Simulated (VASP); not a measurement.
# CdS (CsCl type) (Pm-3m) in VASP: notebook

The runs below take CdS (CsCl type) through relaxation of cell and atoms, single point, with PBE.

All numbers are computed with VASP 6.6.1; they aren't measurements. Logs are shortened: lines on timing, memory, paths and dates and some standing lists are left out, and cuts for length are marked.

## 1. The cell of the first run

It takes space group Pm-3m (No. 221, cubic). The conventional cell has a = 3.133 Å, b = 3.133 Å, c = 3.133 Å, α = 90.00°, β = 90.00°, γ = 90.00°. Within 3.6 Å of Cd (site symmetry m-3m) lie 8 S at 2.71 Å and 6 Cd at 3.13 Å. Within 3.6 Å of S (site symmetry m-3m) lie 8 Cd at 2.71 Å and 6 S at 3.13 Å.

## 2. Relaxation of cell and atoms, PBE, target pressure 32 GPa, at which the enthalpy is minimised

The input, INCAR:

```
PREC = Accurate
ENCUT = 600
EDIFF = 1E-7
ISMEAR = -1
SIGMA = 0.08
LREAL = F
LASPH = T
NELM = 80
ALGO = Normal
ISIF = 3
LWAVE = F
LCHARG = F
GGA = PE
IBRION = 2
NSW = 32
EDIFFG = -0.005
PSTRESS = 320.0
```

The input, KPOINTS:

```
Automatic mesh
0
Gamma
  14 14 14
```

The input, POSCAR:

```
CdS
1.0
    3.1333776743      0.0000000000      0.0000000000
    0.0000000000      3.1333776743      0.0000000000
    0.0000000000      0.0000000000      3.1333776743
Cd S
1 1
Direct
    0.0000000000      0.0000000000      0.0000000000
    0.5000000000      0.5000000000      0.5000000000
```

Potentials or basis: VASP PAW PBE potentials, release 64 (Cd, S).

Command:

```console
> cat potpaw_PBE.64/Cd/POTCAR potpaw_PBE.64/S/POTCAR > POTCAR
> mpirun -np 1 vasp_std > vasp.out
```

OUTCAR:

```text
PREC = Accurate
   ENCUT = 600
   EDIFF = 1E-7
   ISMEAR = -1
   LREAL = F
   LASPH = T
   NELM = 80
   ISIF = 3
   GGA = PE
   IBRION = 2
   NSW = 32
   EDIFFG = -0.005
   PSTRESS = 320.0

 ion  position               nearest neighbor table
   1  0.000  0.000  0.000-   2 2.71   2 2.71   2 2.71   2 2.71   2 2.71   2 2.71   2 2.71   2 2.71

   2  0.500  0.500  0.500-   1 2.71   1 2.71   1 2.71   1 2.71   1 2.71   1 2.71   1 2.71   1 2.71

  LATTYP: Found a simple cubic cell.
 ALAT       =     3.1333776743

  Lattice vectors:

 A1 = (   3.1333776743,   0.0000000000,   0.0000000000)
 A2 = (   0.0000000000,   3.1333776743,   0.0000000000)
 A3 = (   0.0000000000,   0.0000000000,   3.1333776743)

Analysis of symmetry for initial positions (statically):
=====================================================================
 Subroutine PRICEL returns:
 Original cell was already a primitive cell.

 Routine SETGRP: Setting up the symmetry group for a
 simple cubic supercell.

 Subroutine GETGRP returns: Found 48 space group operations
 (whereof 48 operations were pure point group operations)
 out of a pool of 48 trial point group operations.

The static configuration has the point symmetry O_h .

Analysis of symmetry for dynamics (positions and initial velocities):
=====================================================================
 Subroutine PRICEL returns:
 Original cell was already a primitive cell.

 Routine SETGRP: Setting up the symmetry group for a
 simple cubic supercell.

 Subroutine GETGRP returns: Found 48 space group operations
 (whereof 48 operations were pure point group operations)
 out of a pool of 48 trial point group operations.

The dynamic configuration has the point symmetry O_h .

 Subroutine INISYM returns: Found 48 space group operations
 (whereof 48 operations are pure point group operations),
 and found     1 'primitive' translations

----------------------------------------------------------------------------------------

                                     Primitive cell

  volume of cell :      30.7637

  direct lattice vectors                    reciprocal lattice vectors
     3.133377674  0.000000000  0.000000000     0.319144420  0.000000000  0.000000000
     0.000000000  3.133377674  0.000000000     0.000000000  0.319144420  0.000000000
     0.000000000  0.000000000  3.133377674     0.000000000  0.000000000  0.319144420

  length of vectors
     3.133377674  3.133377674  3.133377674     0.319144420  0.319144420  0.319144420

  position of ions in fractional coordinates (direct lattice)
     0.000000000  0.000000000  0.000000000
     0.500000000  0.500000000  0.500000000

  ion indices of the primitive-cell ions
   primitive index   ion index
                 1           1
                 2           2

----------------------------------------------------------------------------------------

 KPOINTS: Automatic mesh

Automatic generation of k-mesh.
 Grid dimensions read from file:
 generate k-points for:   14   14   14

 Generating k-lattice:

  Cartesian coordinates                     Fractional coordinates (reciprocal lattice)
     0.022796030  0.000000000  0.000000000     0.071428571  0.000000000  0.000000000
     0.000000000  0.022796030  0.000000000     0.000000000  0.071428571  0.000000000
     0.000000000  0.000000000  0.022796030     0.000000000  0.000000000  0.071428571

  Length of vectors
     0.022796030  0.022796030  0.022796030

  Shift w.r.t. Gamma in fractional coordinates (k-lattice)
     0.000000000  0.000000000  0.000000000

 Subroutine IBZKPT returns following result:
 ===========================================

 Found    120 irreducible k-points:

 Following reciprocal coordinates:
            Coordinates               Weight
  0.000000  0.000000  0.000000      1.000000
  0.071429  0.000000  0.000000      6.000000
  0.142857  0.000000  0.000000      6.000000
  0.214286  0.000000  0.000000      6.000000
  0.285714  0.000000  0.000000      6.000000
  0.357143  0.000000  0.000000      6.000000
[... 16 lines left out ...]
  0.285714  0.214286  0.000000     24.000000
  0.357143  0.214286  0.000000     24.000000
 [... further k-points ...]
   k-points           NKPTS =    120   k-points in BZ     NKDIM =    120   number of bands    NBANDS=     13
   number of dos      NEDOS =    301   number of ions     NIONS =      2
   total plane-waves  NPLWV =  21952
   dimension x,y,z NGX =    28 NGY =   28 NGZ =   28
   dimension x,y,z NGXF=    56 NGYF=   56 NGZF=   56
   ions per type =               1   1
   NGX,Y,Z   is equivalent  to a cutoff of  14.86, 14.86, 14.86 a.u.
   NGXF,Y,Z  is equivalent  to a cutoff of  29.71, 29.71, 29.71 a.u.
 SYSTEM =  unknown system
   PREC   = accura    normal or accurate (medium, high low for compatibility)
   ISTART =      0    job   : 0-new  1-cont  2-samecut
   ICHARG =      2    charge: 1-file 2-atom 10-const
   ISPIN  =      1    spin polarized calculation?
   LNONCOLLINEAR =      F non collinear calculations
   LSORBIT =      F    spin-orbit coupling
   LASPH  =      T    aspherical Exc in radial PAW
   ENCUT  =  600.0 eV  44.10 Ry    6.64 a.u.   6.26  6.26  6.26*2*pi/ulx,y,z
   NELM   =     80;   NELMIN=  2; NELMDL= -5     # of ELM steps
   EDIFF  = 0.1E-06   stopping-criterion for ELM
   LREAL  =      F    real-space projection
   EDIFFG = -.5E-02   stopping-criterion for IOM
   NSW    =     32    number of steps for IOM
   IBRION =      2    ionic relax: 0-MD 1-quasi-New 2-CG
   NFREE  =      1    steps in history (QN), initial steepest desc. (CG)
   ISIF   =      3    stress and relaxation
   ISYM   =      2    0-nonsym 1-usesym 2-fastsym
   POTIM  = 0.5000    time-step for ionic-motion
   TEBEG  =    0.0;   TEEND  =   0.0 temperature during run
   PSTRESS=  320.0 pullay stress
   NELECT =      18.0000    total number of electrons
   NUPDOWN=      -1.0000    fix difference up-down
   EMIN   =  10.00;   EMAX   =-10.00  energy-range for DOS
   EFERMI =   0.00;   METHOD = LEGACY
   ISMEAR =    -1;   SIGMA  =   0.08  broadening in eV -4-tet -1-fermi 0-gaus
   EFERMI_NEDOS =   21; number of points for ismear=-14 and -15
   IALGO  =     38    algorithm
   IMIX   =      4    mixing-type and parameters
     AMIX     =   0.40;   BMIX     =  1.00
     AMIX_MAG =   1.60;   BMIX_MAG =  1.00
  volume/ion in A,a.u.               =      15.38       103.80
  Fermi-wavevector in a.u.,A,eV,Ry     =   1.369261  2.587528 25.509234  1.874876
  Thomas-Fermi vector in A             =   2.495152
   LORBIT       =      0    0 simple, 1 ext, 2 COOP (PROOUT), +10 PAW based schemes
   GGA     = PE    functional components
   LHFCALC =     F    Hartree Fock is set to
   AEXX    =    0.0000 exact exchange contribution
   IVDW    =     0    specifies the selected vdW correction
   LEPSILON=     F    determine dielectric tensor
   LRPA    =     F    only Hartree local field effects (RPA)
 conjugate gradient relaxation of ions
 non-spin polarized calculation
  energy-cutoff  :      600.00
  volume of cell :       30.76
 maximum number of plane-waves:      1064
 NGX is ok and might be reduce to    28
   NGX = 13   NGY = 13   NGZ = 13

--------------------------------------- Ionic step        1  -------------------------------------------

 number of electron      18.0000003 magnetization

 Free energy of the ion-electron system (eV)
  ---------------------------------------------------
  ext. energy  EPLUGINS =         0.00000000
  ---------------------------------------------------
  free energy    TOTEN  =        -4.14476588 eV

  energy without entropy =       -4.12206555  energy(sigma->0) =       -4.13341572

------------------------ aborting loop because EDIFF is reached ----------------------------------------

  FORCE on cell =-STRESS in cart. coord.  units (eV):
  Direction    XX          YY          ZZ          XY          YZ          ZX
  --------------------------------------------------------------------------------------
  -------------------------------------------------------------------------------------
  Total        6.3449391      6.3449391      6.3449391     -0.0000000     -0.0000000      0.0000000
  in kB      330.4454749    330.4454749    330.4454749     -0.0000000     -0.0000000      0.0000000
  external PRESSURE =      10.4454749 kB  Pullay stress =     320.0000000 kB

 VOLUME and BASIS-vectors are now :
 -----------------------------------------------------------------------------
  energy-cutoff  :      600.00
  volume of cell :       30.76
      direct lattice vectors                 reciprocal lattice vectors
     3.133377674  0.000000000  0.000000000     0.319144420  0.000000000  0.000000000
     0.000000000  3.133377674  0.000000000     0.000000000  0.319144420  0.000000000
     0.000000000  0.000000000  3.133377674     0.000000000  0.000000000  0.319144420
[... 46 lines left out ...]
  FREE ENERGIE OF THE ION-ELECTRON SYSTEM (eV)
  ---------------------------------------------------
  free  energy   TOTEN  =        -4.2331720885 eV

  energy  without entropy=       -4.2104071848  energy(sigma->0) =       -4.22178964

  enthalpy is  TOTEN    =         2.0008114889 eV   P V=        6.2339835774

--------------------------------------- Ionic step        3  -------------------------------------------

 number of electron      18.0000002 magnetization

 Free energy of the ion-electron system (eV)
  ---------------------------------------------------
  ext. energy  EPLUGINS =         0.00000000
  ---------------------------------------------------
  free energy    TOTEN  =        -4.17658642 eV

  energy without entropy =       -4.15386256  energy(sigma->0) =       -4.16522449

 E-fermi :   6.5560     XC(G=0): -12.0069

 val. band max:        6.5311356978   @ k =   0.5000   0.3571   0.0714
 cond. band min:       6.5642142146   @ k =   0.3571   0.3571   0.0000
 fundamental gap:      0.0330785168
 Fermi energy:         6.5560083755

 k-point     1 :       0.0000    0.0000    0.0000
  band No.  band energies     occupation
      1      -8.8044      2.00000
      2      -3.0051      2.00000
      3      -3.0051      2.00000
      4      -1.9642      2.00000
      5      -1.9642      2.00000
      6      -1.9642      2.00000
      7       4.8282      2.00000
      8       4.8282      2.00000
      9       4.8282      2.00000
     10       6.7537      0.15573
     11      12.9379      0.00000
     12      12.9379      0.00000
     13      20.7816      0.00000

 k-point     2 :       0.0714    0.0000    0.0000
  band No.  band energies     occupation
      1      -8.7446      2.00000
      2      -2.9980      2.00000
      3      -2.9822      2.00000
      4      -1.9939      2.00000
      5      -1.9939      2.00000
      6      -1.9616      2.00000
      7       4.1775      2.00000
      8       4.9087      2.00000
      9       4.9087      2.00000
     10       7.2635      0.00029
     11      12.9450      0.00000
[... 339 lines left out ...]
 k-point    24 :       0.3571    0.2143    0.0000
  band No.  band energies     occupation
      1      -7.2505      2.00000
      2      -2.9085      2.00000
      3      -2.5468      2.00000
      4      -2.3379      2.00000
      5      -2.2843      2.00000
      6      -2.0781      2.00000
      7       0.6069      2.00000
      8       3.4412      2.00000
      9       6.4400      1.61993
     10       9.7657      0.00000
     11      12.1582      0.00000
     12      15.4364      0.00000
     13      15.5984      0.00000

 [... further k-points ...]

------------------------ aborting loop because EDIFF is reached ----------------------------------------

  FORCE on cell =-STRESS in cart. coord.  units (eV):
  Direction    XX          YY          ZZ          XY          YZ          ZX
  --------------------------------------------------------------------------------------
  -------------------------------------------------------------------------------------
  Total        6.1769957      6.1769957      6.1769957      0.0000000     -0.0000000      0.0000000
  in kB      320.0676986    320.0676986    320.0676986      0.0000000     -0.0000000      0.0000000
  external PRESSURE =       0.0676986 kB  Pullay stress =     320.0000000 kB

 VOLUME and BASIS-vectors are now :
 -----------------------------------------------------------------------------
  energy-cutoff  :      600.00
  volume of cell :       30.92
      direct lattice vectors                 reciprocal lattice vectors
     3.138691844 -0.000000000  0.000000000     0.318604071  0.000000000  0.000000000
    -0.000000000  3.138691844 -0.000000000     0.000000000  0.318604071  0.000000000
    -0.000000000 -0.000000000  3.138691844    -0.000000000  0.000000000  0.318604071

 POSITION                                       TOTAL-FORCE (eV/Angst)
 -----------------------------------------------------------------------------------
      0.00000      0.00000      0.00000         0.000000      0.000000      0.000000
      1.56935      1.56935      1.56935        -0.000000     -0.000000      0.000000
 -----------------------------------------------------------------------------------
    total drift:                               -0.000000      0.000000      0.000000

  FREE ENERGIE OF THE ION-ELECTRON SYSTEM (eV)
  ---------------------------------------------------
  free  energy   TOTEN  =        -4.1765864242 eV

  energy  without entropy=       -4.1538625645  energy(sigma->0) =       -4.16522449

  enthalpy is  TOTEN    =         1.9991027896 eV   P V=        6.1756892139

 reached required accuracy - stopping structural energy minimisation
```

It took 1.9 min on 1 thread of Intel Xeon Platinum 8259CL at 2.50GHz (Skylake/Cascade Lake), shared host; peak memory 0.21 GiB.

Results:

```
Free energy                                                : -4.1766 eV
Relaxed volume                                             : 15.46 Å³/atom
Relaxed cell                                               : a = 3.139 Å, b = 3.139 Å, c = 3.139 Å, α = 90.00°, β = 90.00°, γ = 90.00°
Space group after relaxing (to 0.1 Å)                      : Pm-3m (No. 221)
Energy change on relaxing (the run minimises the enthalpy) : -15.9 meV/atom
Ionic steps                                                : 3
Pressure after relaxing                                    : 32.0 GPa
Band gap on the k mesh                                     : zero (bands 9 and 10 overlap by 0.92 eV)
```

Step by step:
```csv
step,energy change (eV),largest force (eV/Å),pressure (GPa),volume (Å³)
1,0.0000,0.0000,33.04,30.76
2,-0.0884,0.0000,30.15,31.21
3,-0.0318,0.0000,32.01,30.92
```

Final structure:
```cif
data_structure
_symmetry_space_group_name_H-M 'P 1'
_symmetry_Int_Tables_number 1
_cell_length_a 3.1387
_cell_length_b 3.1387
_cell_length_c 3.1387
_cell_angle_alpha 90.000
_cell_angle_beta 90.000
_cell_angle_gamma 90.000
_cell_volume 30.92
loop_
_atom_site_label
_atom_site_type_symbol
_atom_site_fract_x
_atom_site_fract_y
_atom_site_fract_z
_atom_site_occupancy
Cd1 Cd 0.00000 0.00000 0.00000 1
S1 S 0.50000 0.50000 0.50000 1
```

Caveat: the cell is relaxed towards a set pressure, so the run minimises the enthalpy, not the energy.

## 3. Relaxation of cell and atoms, PBE, target pressure 32 GPa, at which the enthalpy is minimised

This run uses another cell than the first one, of 15.48 Å³/atom.

The input, INCAR:

```
SYSTEM = CdS
PREC = Accurate
ENCUT = 600
EDIFF = 1E-6
ISMEAR = -1
SIGMA = 0.08
LREAL = .FALSE.
LASPH = .TRUE.
NELM = 80
ALGO = Normal
ISIF = 3
LWAVE = .FALSE.
LCHARG = .FALSE.
GGA = PE
IBRION = 2
NSW = 60
EDIFFG = -0.005
PSTRESS = 320.0
```

The input, KPOINTS:

```
regular mesh
0
G
  14 14 14
  0 0 0
```

The input, POSCAR:

```
CdS
1.0
    3.1397824925      0.0000000000      0.0000000000
    0.0000000000      3.1397824925      0.0000000000
    0.0000000000      0.0000000000      3.1397824925
Cd S
1 1
Direct
    0.0000000000      0.0000000000      0.0000000000
    0.5000000000      0.5000000000      0.5000000000
```

Potentials or basis: VASP PAW PBE potentials, release 64 (Cd, S).

Command:

```console
> cat potpaw_PBE.64/Cd/POTCAR potpaw_PBE.64/S/POTCAR > POTCAR
> mpirun -np 1 vasp_std > vasp.out
```

Run time: 1.7 min. Hardware: 1 thread of Intel Xeon Platinum 8259CL at 2.50GHz (Skylake/Cascade Lake), shared host; peak memory 0.21 GiB.

The run converged. Its results:

- Free energy: -4.1769 eV
- Relaxed volume: 15.46 Å³/atom
- Relaxed cell: a = 3.139 Å, b = 3.139 Å, c = 3.139 Å, α = 90.00°, β = 90.00°, γ = 90.00°
- Space group after relaxing (to 0.1 Å): Pm-3m (No. 221)
- Energy change on relaxing (the run minimises the enthalpy): +3.1 meV/atom
- Ionic steps: 3
- Pressure after relaxing: 32.0 GPa
- Band gap on the k mesh: zero (bands 9 and 10 overlap by 0.92 eV)

The path:
```tsv
step	energy change (eV)	largest force (eV/Å)	pressure (GPa)	volume (Å³)
1	0.0000	0.0000	31.76	30.95
2	0.0205	0.0000	32.44	30.85
3	0.0062	0.0000	32.02	30.92
```

Final structure:
```
Cd S
1.0
     3.13872    0.00000    0.00000
     0.00000    3.13872    0.00000
     0.00000    0.00000    3.13872
Cd S
1 1
Direct
  0.00000 0.00000 0.00000
  0.50000 0.50000 0.50000
```

Levels at points of the mesh, in eV from the Fermi level:
```tsv
k point	band 7	band 8	band 9	band 10	band 11	band 12
(0.00, 0.00, 0.00)	-1.73	-1.73	-1.73	0.20	6.38	6.38
(0.50, 0.00, 0.00)	-6.81	0.20	0.20	4.08	6.16	6.55
(0.50, 0.50, 0.00)	-6.03	-6.03	-1.20	0.02	8.97	8.97
(0.50, 0.50, 0.50)	-2.27	-2.27	-2.27	1.01	1.01	1.01
```

Caveat: the cell is relaxed towards a set pressure, so the run minimises the enthalpy, not the energy.

## 4. Single point, PBE

The input, INCAR:

```
ALGO = Normal
EDIFF = 1E-6
ENCUT = 520
GGA = PE
ISIF = 2
ISMEAR = -1
LASPH = True
LCHARG = False
LREAL = False
LWAVE = False
NBANDS = 16
NELM = 80
PREC = Accurate
SIGMA = 0.08
```

The input, KPOINTS:

```
k-points
0
Gamma
  14 14 14
```

The input, POSCAR:

```
CdS
1.0
    3.1333776743      0.0000000000      0.0000000000
    0.0000000000      3.1333776743      0.0000000000
    0.0000000000      0.0000000000      3.1333776743
Cd S
1 1
Direct
    0.0000000000      0.0000000000      0.0000000000
    0.5000000000      0.5000000000      0.5000000000
```

Command:

```console
> cat potpaw_PBE.64/Cd/POTCAR potpaw_PBE.64/S/POTCAR > POTCAR
> mpirun -np 1 vasp_std > vasp.out
```

It took 44 s on 1 thread of Intel Xeon 8259CL, shared host; peak memory 0.18 GiB.

Results (log left out):

* Free energy: -4.1445 eV
* Pressure: 33.1 GPa
* Band gap on the k mesh: zero (bands 9 and 10 overlap by 0.93 eV)

Levels at points of the mesh, in eV from the Fermi level:
| k point | band 6 | band 7 | band 8 | band 9 | band 10 | band 11 | band 12 | band 13 |
| --- | --- | --- | --- | --- | --- | --- | --- | --- |
| (0.00, 0.00, 0.00) | -8.53 | -1.74 | -1.74 | -1.74 | 0.23 | 6.38 | 6.38 | 14.29 |
| (0.50, 0.00, 0.00) | -8.48 | -6.83 | 0.20 | 0.20 | 4.10 | 6.20 | 6.53 | 7.44 |
| (0.50, 0.50, 0.00) | -7.65 | -6.06 | -6.06 | -1.21 | 0.02 | 8.99 | 8.99 | 9.15 |
| (0.50, 0.50, 0.50) | -8.15 | -2.27 | -2.27 | -2.27 | 0.99 | 0.99 | 0.99 | 4.21 |

Caveat: the cell stands under pressure.

## 5. Overview

| task | cell | cutoff (eV) | gap on the mesh (eV) | pressure (GPa) |
| --- | --- | --- | --- | --- |
| relaxation of cell and atoms | relaxed to 32 GPa from a = 3.133 Å, 2 atoms | 600 | none | 32.0 |
| relaxation of cell and atoms | relaxed to 32 GPa from a = 3.140 Å, 2 atoms | 600 | none | 32.0 |
| single point | a = 3.133 Å, 2 atoms | 520 | none | 33.1 |

Alike in all rows: level PBE; potentials or basis VASP PAW PBE potentials, release 64 (Cd, S); no spin polarisation; k mesh 14 × 14 × 14; smearing fermi-dirac 0.08 eV.

Caveats: the cell is relaxed towards a set pressure, so the run minimises the enthalpy, not the energy (at least some runs); the cell stands under pressure (at least some runs).

Total energies depend on the potentials used, so only differences within one code and one set of settings carry meaning.
